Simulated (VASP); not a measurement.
# SnO (C2/m) in VASP: electric field gradients with PBEsol

Aim: the electric field gradients of SnO with PBEsol.

Program: VASP 6.6.1. These are calculated values, not measurements. Logs are shortened: lines on timing, memory, paths and dates and some standing lists are left out, and cuts for length are marked.

### Step 1. The cell of the first run

Symmetry: C2/m, No. 12, monoclinic system. The conventional cell has a = 5.459 Å, b = 5.296 Å, c = 4.837 Å, α = 90.00°, β = 92.41°, γ = 90.00°. Sn (site symmetry m) has 4 O at 2.19 to 2.25 Å within 2.9 Å. O (site symmetry 2) has 4 Sn at 2.19 to 2.25 Å and 4 O at 2.65 to 2.73 Å within 2.9 Å.

### Step 2. Electric field gradients, PBEsol (equal xy, yz and zx shear strains of +3 %)

File INCAR:

```
SYSTEM = SnO
PREC = Accurate ; ENCUT = 1000
EDIFF = 1E-8 ; ISMEAR = -1
SIGMA = 0.01 ; LREAL = .False.
LASPH = .True. ; NELM = 120
ALGO = Normal ; ISIF = 2
LWAVE = .False. ; LCHARG = .False.
GGA = PS ; LEFG = .True.
NBANDS = 28 ; GGA_COMPAT = .False.
```

File KPOINTS:

```
regular mesh
0
Gamma
  8 8 6
  0 0 0
```

File POSCAR:

```
SnO
1.0
    3.8020000000      0.0570300000      0.0570300000
    0.0570300000      3.8020000000      0.0570300000
    0.0725400000      0.0725400000      4.8360000000
Sn O
2 2
Direct
    0.0000000000      0.5000000000      0.2385000000
    0.5000000000      0.0000000000      0.7615000000
    0.0000000000      0.0000000000      0.0000000000
    0.5000000000      0.5000000000      0.0000000000
```

Potentials or basis: VASP PAW PBE potentials, release 64 (Sn_d, O_h).

Run with:

```console
cat potpaw_PBE.64/Sn_d/POTCAR potpaw_PBE.64/O_h/POTCAR > POTCAR
mpirun -np 1 vasp_std > vasp.out
```

OUTCAR:

```text
SYSTEM = SnO
   PREC = Accurate
   ENCUT = 1000
   EDIFF = 1E-8
   ISMEAR = -1
   LREAL = .False.
   LASPH = .True.
   NELM = 120
   ISIF = 2
   GGA = PS

 ion  position               nearest neighbor table
   1  0.000  0.500  0.239-   3 2.19   4 2.19   3 2.25   4 2.25   2 3.50   2 3.51   2 3.51   2 3.64
                             2 3.65   2 3.66   2 3.66
   2  0.500  0.000  0.761-   4 2.19   3 2.19   3 2.25   4 2.25   1 3.50   1 3.51   1 3.51   1 3.64
                             1 3.65   1 3.66   1 3.66
   3  0.000  0.000  0.000-   2 2.19   1 2.19   1 2.25   2 2.25
   4  0.500  0.500  0.000-   2 2.19   1 2.19   2 2.25   1 2.25

  LATTYP: Found a base centered monoclinic cell.
 ALAT       =     5.4586843438
 B/A-ratio  =     0.9702314754
 C/A-ratio  =     0.8861270726
 COS(beta)  =    -0.0420942467

  Lattice vectors:

 A1 = (  -3.8020000000,  -0.0570300000,  -0.0570300000)
 A2 = (  -0.0570300000,  -3.8020000000,  -0.0570300000)
 A3 = (   0.0725400000,   0.0725400000,   4.8360000000)

Analysis of symmetry for initial positions (statically):
=====================================================================
 Subroutine PRICEL returns:
 Original cell was already a primitive cell.

 Routine SETGRP: Setting up the symmetry group for a
 base centered monoclinic supercell.

 Subroutine GETGRP returns: Found  4 space group operations
 (whereof  2 operations were pure point group operations)
 out of a pool of  4 trial point group operations.

The static configuration has the point symmetry C_2 .
 The point group associated with its full space group is C_2h.

Analysis of symmetry for dynamics (positions and initial velocities):
=====================================================================
 Subroutine PRICEL returns:
 Original cell was already a primitive cell.

 Routine SETGRP: Setting up the symmetry group for a
 base centered monoclinic supercell.

 Subroutine GETGRP returns: Found  4 space group operations
 (whereof  2 operations were pure point group operations)
 out of a pool of  4 trial point group operations.

The dynamic configuration has the point symmetry C_2 .
 The point group associated with its full space group is C_2h.

 Subroutine INISYM returns: Found  4 space group operations
 (whereof  2 operations are pure point group operations),
 and found     1 'primitive' translations

----------------------------------------------------------------------------------------

                                     Primitive cell

  volume of cell :      69.8587

  direct lattice vectors                    reciprocal lattice vectors
     3.802000000  0.057030000  0.057030000     0.263136125 -0.003888711 -0.003888711
     0.057030000  3.802000000  0.057030000    -0.003888711  0.263136125 -0.003888711
     0.072540000  0.072540000  4.836000000    -0.003057254 -0.003057254  0.206874182

  length of vectors
     3.802855354  3.802855354  4.837087978     0.263193587  0.263193587  0.206919359

  position of ions in fractional coordinates (direct lattice)
     1.000000000  0.500000000  0.238500000
     0.500000000  1.000000000  0.761500000
     0.000000000  0.000000000  0.000000000
     0.500000000  0.500000000  0.000000000

  ion indices of the primitive-cell ions
   primitive index   ion index
                 1           1
                 2           2
                 3           3
                 4           4

----------------------------------------------------------------------------------------

 KPOINTS: regular mesh

Automatic generation of k-mesh.
 Grid dimensions read from file:
 generate k-points for:    8    8    6

 Generating k-lattice:
[... 45 lines left out ...]
   number of dos      NEDOS =    301   number of ions     NIONS =      4
   total plane-waves  NPLWV =  80000
   dimension x,y,z NGX =    40 NGY =   40 NGZ =   50
   dimension x,y,z NGXF=    80 NGYF=   80 NGZF=  100
   ions per type =               2   2
   NGX,Y,Z   is equivalent  to a cutoff of  17.49, 17.49, 17.18 a.u.
   NGXF,Y,Z  is equivalent  to a cutoff of  34.97, 34.97, 34.37 a.u.
 SYSTEM =  SnO
   PREC   = accura    normal or accurate (medium, high low for compatibility)
   ISTART =      0    job   : 0-new  1-cont  2-samecut
   ICHARG =      2    charge: 1-file 2-atom 10-const
   ISPIN  =      1    spin polarized calculation?
   LNONCOLLINEAR =      F non collinear calculations
   LSORBIT =      F    spin-orbit coupling
   LASPH  =      T    aspherical Exc in radial PAW
   ENCUT  = 1000.0 eV  73.50 Ry    8.57 a.u.   9.81  9.81 12.47*2*pi/ulx,y,z
   NELM   =    120;   NELMIN=  2; NELMDL= -5     # of ELM steps
   EDIFF  = 0.1E-07   stopping-criterion for ELM
   LREAL  =      F    real-space projection
   EDIFFG = 0.1E-06   stopping-criterion for IOM
   NSW    =      0    number of steps for IOM
   IBRION =     -1    ionic relax: 0-MD 1-quasi-New 2-CG
   NFREE  =      0    steps in history (QN), initial steepest desc. (CG)
   ISIF   =      2    stress and relaxation
   ISYM   =      2    0-nonsym 1-usesym 2-fastsym
   POTIM  = 0.5000    time-step for ionic-motion
   TEBEG  =    0.0;   TEEND  =   0.0 temperature during run
   PSTRESS=    0.0 pullay stress
   NELECT =      40.0000    total number of electrons
   NUPDOWN=      -1.0000    fix difference up-down
   EMIN   =  10.00;   EMAX   =-10.00  energy-range for DOS
   EFERMI =   0.00;   METHOD = LEGACY
   ISMEAR =    -1;   SIGMA  =   0.01  broadening in eV -4-tet -1-fermi 0-gaus
   EFERMI_NEDOS =   21; number of points for ismear=-14 and -15
   IALGO  =     38    algorithm
   IMIX   =      4    mixing-type and parameters
     AMIX     =   0.40;   BMIX     =  1.00
     AMIX_MAG =   1.60;   BMIX_MAG =  1.00
  volume/ion in A,a.u.               =      17.46       117.86
  Fermi-wavevector in a.u.,A,eV,Ry     =   1.359423  2.568938 25.144004  1.848032
  Thomas-Fermi vector in A             =   2.486173
   LORBIT       =      0    0 simple, 1 ext, 2 COOP (PROOUT), +10 PAW based schemes
   GGA     = PS    functional components
   LHFCALC =     F    Hartree Fock is set to
   AEXX    =    0.0000 exact exchange contribution
   IVDW    =     0    specifies the selected vdW correction
   LEPSILON=     F    determine dielectric tensor
   LRPA    =     F    only Hartree local field effects (RPA)
 non-spin polarized calculation
  energy-cutoff  :     1000.00
  volume of cell :       69.86
 maximum number of plane-waves:      5042
   NGX = 19   NGY = 19   NGZ = 25

 number of electron      39.9999993 magnetization

 Free energy of the ion-electron system (eV)
  ---------------------------------------------------
  ext. energy  EPLUGINS =         0.00000000
  ---------------------------------------------------
  free energy    TOTEN  =       -24.19008332 eV

  energy without entropy =      -24.18992182  energy(sigma->0) =      -24.19000257

 E-fermi :   7.2930     XC(G=0): -10.5029

 val. band max:        7.2808319334   @ k =   0.0000   0.0000   0.0000
 cond. band min:       7.3206524882   @ k =   0.5000   0.5000   0.0000
 fundamental gap:      0.0398205548
 Fermi energy:         7.2929767387

 k-point     1 :       0.0000    0.0000    0.0000
  band No.  band energies     occupation
      1     -14.6550      2.00000
      2     -14.2170      2.00000
      3     -14.2020      2.00000
      4     -14.1964      2.00000
      5     -14.1526      2.00000
      6     -14.1501      2.00000
[... 733 lines left out ...]
     27      14.8279      0.00000
     28      17.4457      0.00000

 [... further k-points ...]

------------------------ aborting loop because EDIFF is reached ----------------------------------------

  FORCE on cell =-STRESS in cart. coord.  units (eV):
  Direction    XX          YY          ZZ          XY          YZ          ZX
  --------------------------------------------------------------------------------------
  -------------------------------------------------------------------------------------
  Total        0.3056181      0.3056181      0.1032911     -1.0565034     -0.6803766     -0.6803750
  in kB        7.0092169      7.0092169      2.3689366    -24.2304387    -15.6041367    -15.6040998
  external PRESSURE =       5.4624568 kB  Pullay stress =       0.0000000 kB

 VOLUME and BASIS-vectors are now :
 -----------------------------------------------------------------------------
  energy-cutoff  :     1000.00
  volume of cell :       69.86
      direct lattice vectors                 reciprocal lattice vectors
     3.802000000  0.057030000  0.057030000     0.263136125 -0.003888711 -0.003888711
     0.057030000  3.802000000  0.057030000    -0.003888711  0.263136125 -0.003888711
     0.072540000  0.072540000  4.836000000    -0.003057254 -0.003057254  0.206874182

 POSITION                                       TOTAL-FORCE (eV/Angst)
 -----------------------------------------------------------------------------------
      0.04582      1.91830      1.18190        -0.170780     -0.170780      0.172114
      1.95624      0.08375      3.71113         0.170780      0.170780     -0.172114
      0.00000      0.00000      0.00000        -0.112098      0.112098      0.000000
      1.92952      1.92952      0.05703         0.112098     -0.112098     -0.000000
 -----------------------------------------------------------------------------------
    total drift:                               -0.000000      0.000000      0.000000

  FREE ENERGIE OF THE ION-ELECTRON SYSTEM (eV)
  ---------------------------------------------------
  free  energy   TOTEN  =       -24.1900833237 eV

  energy  without entropy=      -24.1899218153  energy(sigma->0) =      -24.19000257

 Electric field gradients (V/A^2)
---------------------------------------------------------------------
 ion       V_xx      V_yy      V_zz      V_xy      V_xz      V_yz
---------------------------------------------------------------------
   1      80.198    80.198  -160.396    -3.736    28.224    28.224
   2      80.198    80.198  -160.396    -3.736    28.224    28.224
   3      -0.962    -0.962     1.924     9.481    -0.632    -0.632
   4      -0.962    -0.962     1.924     9.481    -0.632    -0.632
---------------------------------------------------------------------

 Electric field gradients after diagonalization (V/A^2)
 (convention: |V_zz| > |V_xx| > |V_yy|)
----------------------------------------------------------------------
 ion       V_xx      V_yy      V_zz     asymmetry (V_yy - V_xx)/ V_zz
----------------------------------------------------------------------
   1      83.934    83.007  -166.941       0.006
   2      83.934    83.007  -166.941       0.006
   3       8.638     1.805   -10.443       0.654
   4       8.638     1.805   -10.443       0.654
----------------------------------------------------------------------

           NMR quadrupolar parameters

 Cq : quadrupolar parameter    Cq=e*Q*V_zz/h
 eta: asymmetry parameters     (V_yy - V_xx)/ V_zz
 Q  : nuclear electric quadrupole moment in mb (millibarn)
----------------------------------------------------------------------
 ion       Cq(MHz)       eta       Q (mb)
----------------------------------------------------------------------
   1      -0.404       0.006       1.000
   2      -0.404       0.006       1.000
   3      -0.025       0.654       1.000
   4      -0.025       0.654       1.000
----------------------------------------------------------------------
```

Wall time 8.2 min (1 thread of Intel Xeon Platinum 8259CL at 2.50GHz (Skylake/Cascade Lake), shared host); peak memory 0.61 GiB.

What came out:

```yaml
Free_energy: -24.1901 eV
Pressure: 0.5 GPa
Largest_force: 0.297 eV/Å
Band_gap_on_the_k_mesh: zero (filled and empty bands touch)
Largest_electric_field_gradient_by_atom: Sn -166.9; O -10.4 V/Å²
```

Forces on the atoms (eV/Å):
```
Sn  -0.171 -0.171  0.172
Sn   0.171  0.171 -0.172
O   -0.112  0.112  0.000
O    0.112 -0.112  0.000
```

Levels at points of the mesh, in eV from the Fermi level:
| k point | band 16 | band 17 | band 18 | band 19 | band 20 | band 21 | band 22 | band 23 | band 24 | band 25 |
| --- | --- | --- | --- | --- | --- | --- | --- | --- | --- | --- |
| (0.00, 0.00, 0.00) | -6.33 | -3.53 | -3.41 | -3.00 | -0.01 | 2.01 | 4.23 | 4.56 | 4.73 | 5.54 |
| (0.50, 0.00, 0.00) | -5.07 | -4.93 | -4.87 | -2.83 | -2.69 | 2.98 | 3.29 | 5.67 | 5.80 | 5.91 |
| (0.50, 0.50, 0.00) | -5.15 | -2.67 | -2.40 | -1.97 | -1.87 | -0.01 | 0.03 | 4.25 | 4.46 | 7.13 |
| (0.00, 0.00, 0.50) | -3.59 | -3.43 | -3.14 | -3.02 | -2.26 | 1.55 | 2.80 | 3.03 | 3.61 | 7.73 |
| (0.50, 0.00, 0.50) | -5.55 | -4.91 | -4.82 | -1.88 | -1.65 | 2.36 | 2.68 | 5.28 | 5.41 | 6.51 |
| (0.50, 0.50, 0.50) | -5.61 | -2.90 | -2.67 | -2.55 | -2.40 | 2.25 | 2.32 | 3.91 | 3.98 | 5.49 |

Electric field gradients, principal values (V/Å²):
| atom | least | middle | greatest (by size) |
| --- | --- | --- | --- |
| 1 Sn | 83.007 | 83.934 | -166.941 |
| 2 Sn | 83.007 | 83.934 | -166.941 |
| 3 O | 1.805 | 8.638 | -10.443 |
| 4 O | 1.805 | 8.638 | -10.443 |

Caveat: the cell differs from its parent crystal (equal xy, yz and zx shear strains of +3 %); semilocal functionals underestimate gaps, and a narrow one can read as zero; without QUAD_EFG the Cq values of the log hold for a quadrupole moment of 1 mb, not for the nuclei; the PAW data sets were made with another functional, which shifts forces and pressure a little; spin-orbit coupling is left out, which moves the levels of the heavy elements.

The gap in the log of VASP goes by the Fermi energy; the results here count the filled bands.